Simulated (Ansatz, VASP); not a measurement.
NbRu3C in VASP and in Ansatz

Contents of INCAR:

```
SYSTEM = NbRu3C
ALGO     = Normal         ! electronic algorithm
EDIFF    = 1E-6           ! SCF threshold, eV
ENCUT    = 520            ! plane-wave cutoff, eV
GGA      = PE             ! functional
ISIF     = 2              ! what is computed and relaxed
ISMEAR   = -1             ! smearing method
LASPH    = .TRUE.         ! aspherical terms in the spheres
LCHARG   = .TRUE.         ! write CHGCAR
LELF     = .TRUE.         ! ELF
LREAL    = .FALSE.        ! projectors in reciprocal space
LVHAR    = .TRUE.       
LWAVE    = .FALSE.        ! write WAVECAR
NBANDS   = 38             ! bands
NELM     = 80             ! most SCF steps
PREC     = Accurate       ! precision mode
SIGMA    = 0.1            ! smearing width, eV
```

KPOINTS

```
k-points
0
G
  6 6 6
  0 0 0
```

Contents of POSCAR:

```
NbRu3C
1.0
    4.0101989407      0.0000000000      0.0000000000
    0.0000000000      4.0101989407      0.0000000000
    0.0000000000      0.0000000000      4.0101989407
Nb Ru C
1 3 1
Direct
    0.0000000000      0.0000000000      0.0000000000
    0.0000000000      0.5000000000      0.5000000000
    0.5000000000      0.0000000000      0.5000000000
    0.5000000000      0.5000000000      0.0000000000
    0.5000000000      0.5000000000      0.5000000000
```

Input for Ansatz:

```yaml
crystal:
  lattice:
    - [4.010198940737507, 0.0, 0.0]
    - [0.0, 4.010198940737507, 0.0]
    - [0.0, 0.0, 4.010198940737507]
  atoms:
    - { symbol: Nb, position: [0.0, 0.0, 0.0] }
    - { symbol: Ru, position: [0.0, 0.5, 0.5] }
    - { symbol: Ru, position: [0.5, 0.0, 0.5] }
    - { symbol: Ru, position: [0.5, 0.5, 0.0] }
    - { symbol: C, position: [0.5, 0.5, 0.5] }
basis:
  ecutwfc: 500.0
kpoints:
  mp_grid:
    grid: [6, 6, 6]
scf:
  occupations:
    method: fermi_dirac
    width: 0.1
output:
  stress: true
```

Alike in both runs: task single point; functional PBE; k mesh 6 × 6 × 6; occupations fermi-dirac, width 0.1 eV; no spin polarisation.

```csv
,VASP,Ansatz
version,VASP 6.6.1,Ansatz 0.2.0
potentials or method,"VASP PAW PBE potentials, release 64 (Nb_sv, Ru_pv, C), cutoff 520 eV","plane waves, PAW"
valence electrons in the cell,59,65
```

```csv
,VASP,Ansatz,Ansatz less VASP
pressure (GPa),8.8,8.8,+0.05
```

The functional is the same, so the differences come from potentials, cutoffs and numerics. VASP's potentials hold 59 valence electrons a cell and Ansatz's 65, so a difference there can come from the potentials and not from the codes.
